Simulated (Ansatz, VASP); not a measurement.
**One calculation of TlBr, two programs**

File POSCAR:

```
TlBr
1.0
    3.9461933165      0.0000000000      0.0000000000
    0.0000000000      3.9461933165      0.0000000000
    0.0000000000      0.0000000000      3.9461933165
Tl Br
1 1
Direct
    0.0000000000      0.0000000000      0.0000000000
    0.5000000000      0.5000000000      0.5000000000
```

File INCAR.step1:

```
PREC = Accurate
ENCUT = 550
ISMEAR = 0
SIGMA = 0.5
LREAL = F
LASPH = T
NELM = 120
NBANDS = 17
GGA = PE
ALGO = Normal
EDIFF = 1E-5
LWAVE = T
LCHARG = F
GGA_COMPAT = F
```

File INCAR.step2:

```
PREC = Accurate
ENCUT = 550
EDIFF = 1E-6
ISMEAR = 0
SIGMA = 0.5
LREAL = F
LASPH = T
NELM = 120
ALGO = Normal
ISIF = 2
LWAVE = F
LCHARG = F
METAGGA = R2SCAN
LMIXTAU = T
NBANDS = 17
ISTART = 1
GGA_COMPAT = F
```

The input KPOINTS:

```
regular mesh
0
Gamma
  4 4 4
```

Input for Ansatz:

```yaml
crystal:
  lattice:
    - [3.9461933165, 0.0, 0.0]
    - [0.0, 3.9461933165, 0.0]
    - [0.0, 0.0, 3.9461933165]
  atoms:
    - { symbol: Tl, position: [0.0, 0.0, 0.0] }
    - { symbol: Br, position: [0.5, 0.5, 0.5] }
kpoints:
  mp_grid: { grid: [4, 4, 4] }
hamiltonian:
  xc: r2scan
scf:
  occupations: { method: gaussian, width: 0.5 }
  n_extra_bands: 4
output:
  forces: true
  stress: true
  eigenvalues: true
```

Alike in both runs: task single point; functional r2SCAN; k mesh 4 × 4 × 4; occupations gaussian, width 0.5 eV; no spin polarisation.

|  | VASP | Ansatz |
| --- | --- | --- |
| version | VASP 6.6.1 | Ansatz 0.2.0 |
| potentials or method | VASP PAW PBE potentials, release 64 (Tl_d, Br) | plane waves |
| plane-wave cutoff (eV) | 550 | 500 |
| valence electrons in the cell | 20 | 20 |

```csv
,VASP,Ansatz,Ansatz less VASP
pressure (GPa),1.1,1.1,+0.03
```

VASP's potentials were made for PBE, not for r2SCAN.

Neither program's run includes spin-orbit coupling.
